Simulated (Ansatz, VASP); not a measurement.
# Two plane-wave programs on PbO

File INCAR:

```
ALGO = Normal
EDIFF = 1E-7
EDIFFG = -0.01
ENCUT = 600
GGA = PE
GGA_COMPAT = F
IBRION = 2
ISIF = 3
ISMEAR = -1
IVDW = 12
LASPH = T
LCHARG = F
LREAL = F
LWAVE = F
NELM = 120
NELMIN = 4
NSW = 60
PREC = Accurate
SIGMA = 0.05
```

KPOINTS

```
k-points
0
Gamma
  7 7 6
```

POSCAR

```
PbO
1.0
    3.9900000000      0.0000000000      0.0000000000
    0.0000000000      3.9900000000      0.0000000000
    0.0000000000      0.0000000000      5.0100000000
Pb O
2 2
Direct
    0.5000000000      0.0000000000      0.7600000000
    0.0000000000      0.5000000000      0.2400000000
    0.5000000000      0.5000000000      0.0000000000
    0.0000000000      0.0000000000      0.0000000000
```

File input.yaml:

```yaml
crystal:
  lattice:
    - [3.99, 0.0, 0.0]
    - [0.0, 3.99, 0.0]
    - [0.0, 0.0, 5.01]
  atoms:
    - { symbol: Pb, position: [0.5, 0.0, 0.76] }
    - { symbol: Pb, position: [0.0, 0.5, 0.24] }
    - { symbol: O, position: [0.5, 0.5, 0.0] }
    - { symbol: O, position: [0.0, 0.0, 0.0] }
hamiltonian:
  xc: pbe
  pseudopotentials: { kind: paw }
  dispersion: d3bj
kpoints:
  mp_grid: { grid: [7, 7, 6] }
scf:
  occupations: { method: fermi_dirac, width: 0.05 }
output:
  forces: true
  stress: true
  write_density: true
  write_potential: true
  elf: true
  volumetric_format: npy
relax:
  f_tol: 0.01
  max_steps: 40
  cell: { stress_tol: 0.05 }
```

Alike in both runs: task relaxation of cell and atoms; functional PBE; dispersion D3(BJ); k mesh 7 × 7 × 6; occupations fermi-dirac, width 0.05 eV; no spin polarisation.

```csv
,VASP,Ansatz
version,VASP 6.6.1,Ansatz 0.2.0
potentials or method,"VASP PAW PBE potentials, release 64 (Pb_d, O)",Ansatz PAW
plane-wave cutoff (eV),600,420
valence electrons in the cell,40,40
```

```csv
,VASP,Ansatz,Ansatz less VASP
"gap on the k mesh at the Fermi level, each at its own relaxed structure (eV)",1.52,1.52,+0.005
relaxed volume (Å³/atom),20.29,20.32,+0.030
relaxed cell length with the largest relative difference (Å),4.986,4.994,+0.0072
```

Neither program's run includes spin-orbit coupling. Noted on Ansatz's run: odd divisions of the mesh miss points on the zone boundary, where band edges often lie, so the gap on the mesh can be too wide; the plane-wave basis is chosen anew once the cell has moved, so the energies of steps on either side of that aren't comparable.
